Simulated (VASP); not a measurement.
# PdC18 in VASP: further runs

Runs on PdC18. Level: LDA. Tasks: single point.

Everything below comes from runs of VASP 6.6.1. Logs are shortened: lines on timing, memory, paths and dates and some standing lists are left out, and cuts for length are marked.

## 1. The cell of the first run

The cell holds a slab with vacuum, 19 atoms: a = 7.398 Å, b = 7.398 Å, c = 11.000 Å, α = 90.00°, β = 90.00°, γ = 120.00°.

## 2. Single point, LDA

File INCAR:

```
PREC = Accurate
ENCUT = 520
EDIFF = 1E-6
ISMEAR = -1
SIGMA = 0.05
LREAL = Auto
LASPH = T
NELM = 60
ALGO = Normal
ISIF = 2
LWAVE = F
LCHARG = F
NBANDS = 56
```

File KPOINTS:

```
regular mesh
0
Gamma
  2 2 1
```

File POSCAR:

```
PdC18
1.0
    7.3980000000      0.0000000000      0.0000000000
   -3.6990000000      6.4068560000      0.0000000000
    0.0000000000      0.0000000000     11.0000000000
C Pd
18 1
Direct
   -0.0073525674      0.0001315778      0.0891161818
    0.2148296949      0.1116802063      0.0891229091
   -0.0076199033      0.3331765222      0.0867045455
    0.2145411780      0.4452150946      0.0872120000
   -0.0070672446      0.6665913827      0.0872259091
    0.2151075630      0.7786330768      0.0867093636
    0.3258226676      0.0000627453      0.0886237273
    0.5484247666      0.1116778651      0.0891207273
    0.3233556272      0.3317901948      0.0913360000
    0.5473239474      0.4430669271      0.0977007273
    0.3252362842      0.6665934118      0.0872074545
    0.5474770660      0.7800265840      0.0913370000
    0.6590609896      0.0001295487      0.0891151818
    0.8816675201      0.1117502875      0.0886158182
    0.6600171018      0.3317944090      0.0913345455
    0.8822507904      0.4452225866      0.0872267273
    0.6601749543      0.6687621823      0.0976977273
    0.8841295228      0.7800233063      0.0913437273
    0.6035843534      0.5558910642      0.2759773636
```

Potentials or basis: VASP PAW LDA potentials, release 64 (C, Pd).

Started as:

```bash
$ cat potpaw_LDA.64/C/POTCAR potpaw_LDA.64/Pd/POTCAR > POTCAR
$ mpirun -np 1 vasp_std > vasp.out
```

OUTCAR:

```text
PREC = Accurate
   ENCUT = 520
   EDIFF = 1E-6
   ISMEAR = -1
   LREAL = Auto
   LASPH = T
   NELM = 60
   ISIF = 2

 ion  position               nearest neighbor table
   1  0.993  0.000  0.089-  18 1.41   2 1.42  14 1.43
   2  0.215  0.112  0.089-   9 1.41   1 1.42   7 1.43
   3  0.992  0.333  0.087-  14 1.42   4 1.42  16 1.42
   4  0.215  0.445  0.087-  11 1.42   3 1.42   9 1.42
   5  0.993  0.667  0.087-  16 1.42   6 1.42  18 1.42
   6  0.215  0.779  0.087-   7 1.42  11 1.42   5 1.42
   7  0.326  0.000  0.089-   6 1.42   8 1.43   2 1.43
   8  0.548  0.112  0.089-  15 1.41  13 1.42   7 1.43
   9  0.323  0.332  0.091-   2 1.41   4 1.42  10 1.44
  10  0.547  0.443  0.098-  15 1.44   9 1.44  17 1.45  19 2.09
  11  0.325  0.667  0.087-   4 1.42   6 1.42  12 1.42
  12  0.547  0.780  0.091-  13 1.41  11 1.42  17 1.44
  13  0.659  0.000  0.089-  12 1.41   8 1.42  14 1.43
  14  0.882  0.112  0.089-   3 1.42   1 1.43  13 1.43
  15  0.660  0.332  0.091-   8 1.41  16 1.42  10 1.44
  16  0.882  0.445  0.087-   5 1.42   3 1.42  15 1.42
  17  0.660  0.669  0.098-  18 1.44  12 1.44  10 1.45  19 2.09
  18  0.884  0.780  0.091-   1 1.41   5 1.42  17 1.44
  19  0.604  0.556  0.276-  10 2.09  17 2.09

  LATTYP: Found a hexagonal cell.
 ALAT       =     7.3980000000
 C/A-ratio  =     1.4868883482

  Lattice vectors:

 A1 = (   7.3980000000,   0.0000000000,   0.0000000000)
 A2 = (  -3.6990000000,   6.4068560000,   0.0000000000)
 A3 = (   0.0000000000,   0.0000000000,  11.0000000000)

Analysis of symmetry for initial positions (statically):
=====================================================================
 Subroutine PRICEL returns:
 Original cell was already a primitive cell.

 Routine SETGRP: Setting up the symmetry group for a
 hexagonal supercell.

 Subroutine GETGRP returns: Found  1 space group operations
 (whereof  1 operations were pure point group operations)
 out of a pool of 24 trial point group operations.

The static configuration has the point symmetry C_1 .

Analysis of symmetry for dynamics (positions and initial velocities):
=====================================================================
 Subroutine PRICEL returns:
 Original cell was already a primitive cell.

 Routine SETGRP: Setting up the symmetry group for a
 hexagonal supercell.

 Subroutine GETGRP returns: Found  1 space group operations
 (whereof  1 operations were pure point group operations)
 out of a pool of 24 trial point group operations.

The dynamic configuration has the point symmetry C_1 .

 Subroutine INISYM returns: Found  1 space group operations
 (whereof  1 operations are pure point group operations),
 and found     1 'primitive' translations

----------------------------------------------------------------------------------------

                                     Primitive cell

  volume of cell :     521.3771

  direct lattice vectors                    reciprocal lattice vectors
     7.398000000  0.000000000  0.000000000     0.135171668  0.078041398  0.000000000
    -3.699000000  6.406856000  0.000000000     0.000000000  0.156082796  0.000000000
     0.000000000  0.000000000 11.000000000     0.000000000  0.000000000  0.090909091

  length of vectors
     7.398000000  7.398000054 11.000000000     0.156082797  0.156082796  0.090909091

  position of ions in fractional coordinates (direct lattice)
     0.992647433  0.000131578  0.089116182
     0.214829695  0.111680206  0.089122909
     0.992380097  0.333176522  0.086704545
     0.214541178  0.445215095  0.087212000
     0.992932755  0.666591383  0.087225909
     0.215107563  0.778633077  0.086709364
[... 11 lines left out ...]
     0.884129523  0.780023306  0.091343727
     0.603584353  0.555891064  0.275977364

  ion indices of the primitive-cell ions
   primitive index   ion index
                 1           1
                 2           2
                 3           3
                 4           4
                 5           5
                 6           6
[... 11 lines left out ...]
                18          18
                19          19

----------------------------------------------------------------------------------------

 KPOINTS: regular mesh

Automatic generation of k-mesh.
 Grid dimensions read from file:
 generate k-points for:    2    2    1

 Generating k-lattice:

  Cartesian coordinates                     Fractional coordinates (reciprocal lattice)
     0.067585834  0.039020699  0.000000000     0.500000000 -0.000000000  0.000000000
     0.000000000  0.078041398  0.000000000     0.000000000  0.500000000  0.000000000
     0.000000000  0.000000000  0.090909091     0.000000000  0.000000000  1.000000000

  Length of vectors
     0.078041399  0.078041398  0.090909091

  Shift w.r.t. Gamma in fractional coordinates (k-lattice)
     0.000000000  0.000000000  0.000000000

 Subroutine IBZKPT returns following result:
 ===========================================

 Found      4 irreducible k-points:

 Following reciprocal coordinates:
            Coordinates               Weight
  0.000000  0.000000  0.000000      1.000000
  0.500000 -0.000000  0.000000      1.000000
  0.000000  0.500000  0.000000      1.000000
  0.500000  0.500000  0.000000      1.000000
   k-points           NKPTS =      4   k-points in BZ     NKDIM =      4   number of bands    NBANDS=     56
   number of dos      NEDOS =    301   number of ions     NIONS =     19
   total plane-waves  NPLWV = 263424
   dimension x,y,z NGX =    56 NGY =   56 NGZ =   84
   dimension x,y,z NGXF=   112 NGYF=  112 NGZF=  168
   ions per type =              18   1
   NGX,Y,Z   is equivalent  to a cutoff of  12.58, 12.58, 12.70 a.u.
   NGXF,Y,Z  is equivalent  to a cutoff of  25.17, 25.17, 25.39 a.u.
 SYSTEM =  unknown system
   PREC   = accura    normal or accurate (medium, high low for compatibility)
   ISTART =      0    job   : 0-new  1-cont  2-samecut
   ICHARG =      2    charge: 1-file 2-atom 10-const
   ISPIN  =      1    spin polarized calculation?
   LNONCOLLINEAR =      F non collinear calculations
   LSORBIT =      F    spin-orbit coupling
   LASPH  =      T    aspherical Exc in radial PAW
   ENCUT  =  520.0 eV  38.22 Ry    6.18 a.u.  13.76 13.76 20.45*2*pi/ulx,y,z
   NELM   =     60;   NELMIN=  2; NELMDL= -5     # of ELM steps
   EDIFF  = 0.1E-05   stopping-criterion for ELM
   LREAL  =      T    real-space projection
   EDIFFG = 0.1E-04   stopping-criterion for IOM
   NSW    =      0    number of steps for IOM
   IBRION =     -1    ionic relax: 0-MD 1-quasi-New 2-CG
   NFREE  =      0    steps in history (QN), initial steepest desc. (CG)
   ISIF   =      2    stress and relaxation
   ISYM   =      2    0-nonsym 1-usesym 2-fastsym
   POTIM  = 0.5000    time-step for ionic-motion
   TEBEG  =    0.0;   TEEND  =   0.0 temperature during run
   PSTRESS=    0.0 pullay stress
   NELECT =      82.0000    total number of electrons
   NUPDOWN=      -1.0000    fix difference up-down
   EMIN   =  10.00;   EMAX   =-10.00  energy-range for DOS
   EFERMI =   0.00;   METHOD = LEGACY
   ISMEAR =    -1;   SIGMA  =   0.05  broadening in eV -4-tet -1-fermi 0-gaus
   EFERMI_NEDOS =   21; number of points for ismear=-14 and -15
   IALGO  =     38    algorithm
   IMIX   =      4    mixing-type and parameters
     AMIX     =   0.40;   BMIX     =  1.00
     AMIX_MAG =   1.60;   BMIX_MAG =  1.00
  volume/ion in A,a.u.               =      27.44       185.18
  Fermi-wavevector in a.u.,A,eV,Ry     =   0.883681  1.669915 10.624679  0.780892
  Thomas-Fermi vector in A             =   2.004480
   LORBIT       =      0    0 simple, 1 ext, 2 COOP (PROOUT), +10 PAW based schemes
   GGA     = CA    functional components
   LHFCALC =     F    Hartree Fock is set to
   AEXX    =    0.0000 exact exchange contribution
   IVDW    =     0    specifies the selected vdW correction
   LEPSILON=     F    determine dielectric tensor
   LRPA    =     F    only Hartree local field effects (RPA)
 non-spin polarized calculation
  energy-cutoff  :      520.00
  volume of cell :      521.38
 maximum number of plane-waves:     14099
 NGX is ok and might be reduce to    56
   NGX = 27   NGY = 27   NGZ = 41

 number of electron      82.0000003 magnetization

 Free energy of the ion-electron system (eV)
  ---------------------------------------------------
  ext. energy  EPLUGINS =         0.00000000
  ---------------------------------------------------
  free energy    TOTEN  =      -184.60651513 eV

  energy without entropy =     -184.56826353  energy(sigma->0) =     -184.58738933

 E-fermi :  -0.8992     XC(G=0):  -4.5756

 val. band max:       -0.9236536770   @ k =   0.0000   0.0000   0.0000
 cond. band min:      -0.8771304638   @ k =   0.0000   0.0000   0.0000
 fundamental gap:      0.0465232132
 Fermi energy:        -0.8991751816

 k-point     1 :       0.0000    0.0000    0.0000
  band No.  band energies     occupation
      1     -20.4259      2.00000
      2     -18.0713      2.00000
      3     -17.8839      2.00000
      4     -17.8031      2.00000
      5     -17.8030      2.00000
      6     -17.7714      2.00000
[... 45 lines left out ...]
     52       3.9624      0.00000
     53       4.1392      0.00000

 k-point     2 :       0.5000   -0.0000    0.0000
  band No.  band energies     occupation
      1     -19.8467      2.00000
      2     -19.7035      2.00000
      3     -18.5131      2.00000
      4     -18.4548      2.00000
      5     -16.1141      2.00000
      6     -16.0135      2.00000
[... 45 lines left out ...]
     52       4.3115      0.00000
     53       4.5556      0.00000

 k-point     3 :       0.0000    0.5000    0.0000
  band No.  band energies     occupation
      1     -19.8335      2.00000
      2     -19.7213      2.00000
      3     -18.5216      2.00000
      4     -18.4370      2.00000
      5     -16.0902      2.00000
      6     -16.0349      2.00000
[... 45 lines left out ...]
     52       4.3303      0.00000
     53       4.5673      0.00000

 k-point     4 :       0.5000    0.5000    0.0000
  band No.  band energies     occupation
      1     -19.8467      2.00000
      2     -19.7034      2.00000
      3     -18.5131      2.00000
      4     -18.4549      2.00000
      5     -16.1141      2.00000
      6     -16.0135      2.00000
[... 45 lines left out ...]
     52       4.3114      0.00000
     53       4.5556      0.00000
 [bands above 53 left out]

------------------------ aborting loop because EDIFF is reached ----------------------------------------

  FORCE on cell =-STRESS in cart. coord.  units (eV):
  Direction    XX          YY          ZZ          XY          YZ          ZX
  --------------------------------------------------------------------------------------
  -------------------------------------------------------------------------------------
  Total       -3.2119589     -7.8421995      0.0318908     -0.0100381      0.0046748     -0.0007729
  in kB       -9.8702599    -24.0988598      0.0979995     -0.0308468      0.0143655     -0.0023750
  external PRESSURE =     -11.2903734 kB  Pullay stress =       0.0000000 kB

 VOLUME and BASIS-vectors are now :
 -----------------------------------------------------------------------------
  energy-cutoff  :      520.00
  volume of cell :      521.38
      direct lattice vectors                 reciprocal lattice vectors
     7.398000000  0.000000000  0.000000000     0.135171668  0.078041398  0.000000000
    -3.699000000  6.406856000  0.000000000     0.000000000  0.156082796  0.000000000
     0.000000000  0.000000000 11.000000000     0.000000000  0.000000000  0.090909091

 POSITION                                       TOTAL-FORCE (eV/Angst)
 -----------------------------------------------------------------------------------
      7.34312      0.00084      0.98028         0.000467     -0.002151     -0.001039
      1.17620      0.71552      0.98035        -0.003830     -0.001059     -0.002082
      6.10921      2.13461      0.95375         0.003163     -0.006756     -0.004626
     -0.05968      2.85243      0.95933         0.009300      0.004950      0.002423
      4.87999      4.27075      0.95949        -0.005514     -0.006455     -0.000010
     -1.28880      4.98859      0.95380        -0.005789      0.003231     -0.002917
[... 11 lines left out ...]
      3.65548      4.99750      1.00478         0.005202     -0.004001      0.000267
      2.40908      3.56151      3.03575         0.000977      0.001427      0.082802
 -----------------------------------------------------------------------------------
    total drift:                               -0.014587     -0.017593      0.010147

  FREE ENERGIE OF THE ION-ELECTRON SYSTEM (eV)
  ---------------------------------------------------
  free  energy   TOTEN  =      -184.6065151293 eV

  energy  without entropy=     -184.5682635321  energy(sigma->0) =     -184.58738933
```

It took 1.9 min on 1 thread of Intel Xeon Platinum 8559C (Emerald Rapids), shared host; peak memory 0.42 GiB.

Results:

* Free energy: -184.6065 eV
* Largest force: 0.083 eV/Å
* Band gap on the k mesh: 0.05 eV, direct

Forces on the atoms (eV/Å):
```
C    0.000 -0.002 -0.001
C   -0.004 -0.001 -0.002
C    0.003 -0.007 -0.005
C    0.009  0.005  0.002
C   -0.006 -0.006  0.000
C   -0.006  0.003 -0.003
C   -0.004 -0.011 -0.002
C   -0.003  0.009 -0.003
C   -0.004  0.000 -0.002
C    0.001 -0.021 -0.033
C    0.005 -0.007 -0.002
C   -0.001 -0.003 -0.001
C   -0.009 -0.002  0.000
C   -0.004  0.009 -0.002
C    0.012  0.007  0.003
C    0.000  0.014 -0.005
C    0.003  0.017 -0.027
C    0.005 -0.004  0.000
Pd   0.001  0.001  0.083
```

Levels at points of the mesh, in eV from the valence-band top:
```tsv
k point	band 39	band 40	band 41	band 42	band 43	band 44
(0.00, 0.00, 0.00)	-1.72	-0.16	0.00	0.05	0.24	0.88
(0.50, 0.00, 0.00)	-1.65	-1.49	-1.21	0.90	1.52	2.35
(0.00, 0.50, 0.00)	-1.46	-1.40	-1.36	0.82	1.57	2.28
(0.50, 0.50, 0.00)	-1.65	-1.49	-1.21	0.90	1.52	2.35
```

Caveat: the k points lie up to 0.49 Å⁻¹ apart.

## 3. Single point, LDA

File INCAR:

```
SYSTEM = PdC18
PREC = Accurate
ENCUT = 520
EDIFF = 1E-6
ISMEAR = -1
SIGMA = 0.05
LREAL = Auto
LASPH = .TRUE.
NELM = 80
ALGO = Normal
ISIF = 2
LWAVE = .FALSE.
LCHARG = .FALSE.
NBANDS = 56
```

File KPOINTS:

```
regular mesh
0
G
  2 2 1
  0 0 0
```

File POSCAR:

```
PdC18
1.0
    7.3980000000      0.0000000000      0.0000000000
   -3.6990000000      6.4068560000      0.0000000000
    0.0000000000      0.0000000000     11.0000000000
C Pd
18 1
Direct
   -0.0075106116      0.0000627247      0.0886236918
    0.2150913714      0.1116778155      0.0891206910
   -0.0099777219      0.3317902533      0.0913359643
    0.2139906774      0.4430669389      0.0977007389
   -0.0080970480      0.6665934785      0.0872074289
    0.2141437035      0.7800266308      0.0913369971
    0.3257276281      0.0001295711      0.0891151434
    0.5483342105      0.1117503280      0.0886158135
    0.3266837828      0.3317943441      0.0913345176
    0.5489174634      0.4452225476      0.0872266950
    0.3268416517      0.6687622482      0.0976977604
    0.5507961645      0.7800232650      0.0913436937
    0.6593140536      0.0001315368      0.0891161461
    0.8814963563      0.1116801302      0.0891229244
    0.6590468303      0.3331765827      0.0867044994
    0.8812078584      0.4452151358      0.0872119934
    0.6595993879      0.6665913515      0.0872258964
    0.8817741864      0.7786329976      0.0867094013
    0.2702510553      0.5558910198      0.2759774032
```

Potentials or basis: VASP PAW LDA potentials, release 64 (C, Pd).

Started as:

```bash
$ cat potpaw_LDA.64/C/POTCAR potpaw_LDA.64/Pd/POTCAR > POTCAR
$ mpirun -np 1 vasp_std > vasp.out
```

Wall time 6.2 min (1 thread of Oxide Virtual Turin-like, shared host); peak memory 0.38 GiB.

It converged, with:

```
Free energy            : -184.6064 eV
Largest force          : 0.083 eV/Å
Band gap on the k mesh : 0.05 eV, direct
```

Forces in eV/Å, atoms in the order of the input:
```
C   -0.004 -0.011  0.000
C    0.000 -0.002 -0.001
C   -0.001  0.000  0.000
C    0.002 -0.023 -0.032
C    0.000 -0.006 -0.001
C   -0.006 -0.002 -0.002
C   -0.010 -0.002  0.000
C   -0.002  0.006  0.001
C    0.002 -0.003  0.003
C   -0.004  0.009 -0.002
C    0.003  0.020 -0.035
C    0.005 -0.001 -0.003
C    0.003 -0.005  0.000
C   -0.005  0.004 -0.004
C    0.001 -0.003  0.000
C    0.005  0.018 -0.003
C    0.004 -0.002 -0.004
C    0.004  0.004 -0.001
Pd   0.002  0.001  0.083
```

Levels at points of the mesh, in eV from the valence-band top:
```
           k point  band 39  band 40  band 41  band 42  band 43  band 44
(0.00, 0.00, 0.00)    -1.72    -0.16     0.00     0.05     0.24     0.88
(0.50, 0.00, 0.00)    -1.65    -1.49    -1.21     0.90     1.52     2.35
(0.00, 0.50, 0.00)    -1.46    -1.40    -1.36     0.82     1.57     2.28
(0.50, 0.50, 0.00)    -1.65    -1.49    -1.21     0.90     1.52     2.35
```

Caveat: the k points lie up to 0.49 Å⁻¹ apart.

## 4. Single point, LDA

File INCAR:

```
PREC     = Accurate       # precision mode
ENCUT    = 520            # plane-wave cutoff, eV
EDIFF    = 1E-6           # SCF threshold, eV
ISMEAR   = -1             # smearing method
SIGMA    = 0.05           # smearing width, eV
LREAL    = Auto         
LASPH    = True           # aspherical terms in the spheres
NELM     = 100            # most SCF steps
ALGO     = Normal         # electronic algorithm
ISIF     = 2              # what is computed and relaxed
LWAVE    = False          # write WAVECAR
LCHARG   = False          # write CHGCAR
NBANDS   = 56             # bands
```

File KPOINTS:

```
regular mesh
0
Gamma
  2 2 1
```

File POSCAR:

```
PdC18
1.0
    7.3980000000      0.0000000000      0.0000000000
   -3.6990000000      6.4068560000      0.0000000000
    0.0000000000      0.0000000000     11.0000000000
C Pd
18 1
Direct
   -0.0075105306      0.0000627453      0.0886237273
    0.2150914332      0.1116778651      0.0891207273
   -0.0099777061      0.3317901948      0.0913360000
    0.2139906141      0.4430669271      0.0977007273
   -0.0080970492      0.6665934118      0.0872074545
    0.2141437327      0.7800265840      0.0913370000
    0.3257276562      0.0001295487      0.0891151818
    0.5483341867      0.1117502875      0.0886158182
    0.3266837684      0.3317944090      0.0913345455
    0.5489174571      0.4452225866      0.0872267273
    0.3268416210      0.6687621823      0.0976977273
    0.5507961895      0.7800233063      0.0913437273
    0.6593140993      0.0001315778      0.0891161818
    0.8814963616      0.1116802063      0.0891229091
    0.6590467634      0.3331765222      0.0867045455
    0.8812078447      0.4452150946      0.0872120000
    0.6595994221      0.6665913827      0.0872259091
    0.8817742297      0.7786330768      0.0867093636
    0.2702510201      0.5558910642      0.2759773636
```

Started as:

```bash
$ cat potpaw_LDA.64/C/POTCAR potpaw_LDA.64/Pd/POTCAR > POTCAR
$ mpirun -np 1 vasp_std > vasp.out
```

Wall time 7.1 min (1 thread of Oxide Virtual Turin-like, shared host); peak memory 0.38 GiB.

Results (log left out):

```yaml
Free_energy: -184.6064 eV
Largest_force: 0.083 eV/Å
Band_gap_on_the_k_mesh: 0.05 eV, direct
```

Forces on the atoms (eV/Å):
```
C   -0.004 -0.011  0.000
C    0.000 -0.002 -0.001
C   -0.001  0.000  0.000
C    0.002 -0.023 -0.032
C    0.000 -0.006 -0.001
C   -0.006 -0.002 -0.002
C   -0.010 -0.002  0.000
C   -0.002  0.006  0.001
C    0.002 -0.003  0.003
C   -0.004  0.009 -0.002
C    0.003  0.020 -0.035
C    0.005 -0.001 -0.003
C    0.003 -0.005  0.000
C   -0.005  0.004 -0.004
C    0.001 -0.003  0.000
C    0.005  0.018 -0.003
C    0.004 -0.002 -0.004
C    0.004  0.004 -0.001
Pd   0.002  0.001  0.083
```

Levels at points of the mesh, in eV from the valence-band top:
```tsv
k point	band 38	band 39	band 40	band 41	band 42	band 43	band 44	band 45
(0.00, 0.00, 0.00)	-1.72	-1.72	-0.16	0.00	0.05	0.24	0.88	3.57
(0.50, 0.00, 0.00)	-1.77	-1.65	-1.49	-1.21	0.90	1.52	2.35	2.36
(0.00, 0.50, 0.00)	-1.79	-1.46	-1.40	-1.36	0.82	1.57	2.28	2.31
(0.50, 0.50, 0.00)	-1.77	-1.65	-1.49	-1.21	0.90	1.52	2.35	2.36
```

Caveat: the k points lie up to 0.49 Å⁻¹ apart.
